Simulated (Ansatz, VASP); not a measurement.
One calculation of AlN, two programs

```xyz
4
Lattice="3.0495 0.0000 0.0000 -1.5247 2.6409 0.0000 0.0000 0.0000 4.8793" Properties=species:S:1:pos:R:3 pbc="T T T"
Al    1.5247    0.8803    2.4397
Al    0.0000    1.7606    0.0000
N     1.5247    0.8803    4.2938
N     0.0000    1.7606    1.8541
```

Alike in both runs: task single point; functional PBE exchange alone; k mesh 10 × 10 × 6; occupations fermi-dirac, width 0.05 eV; no spin polarisation.

|  | VASP | Ansatz |
| --- | --- | --- |
| version | VASP 6.6.1 | Ansatz 0.2.0 |
| potentials or method | VASP PAW PBE potentials, release 64 (Al, N) | Ansatz PAW |
| plane-wave cutoff (eV) | 520 | 420 |
| valence electrons in the cell | 16 | 16 |

Ansatz gave:

- gap on the k mesh at the Fermi level (eV): 5.12
- least direct gap on the mesh (eV): 5.12
- rms of the force components (eV/Å): 0.101

Q: What did VASP give for the same quantities?

A: gap on the k mesh at the Fermi level (eV): 5.10; least direct gap on the mesh (eV): 5.10; rms of the force components (eV/Å): 0.101.

VASP's potentials were made for PBE, not for PBE exchange alone. Atom by atom the forces differ by 0.001 eV/Å (rms over components).
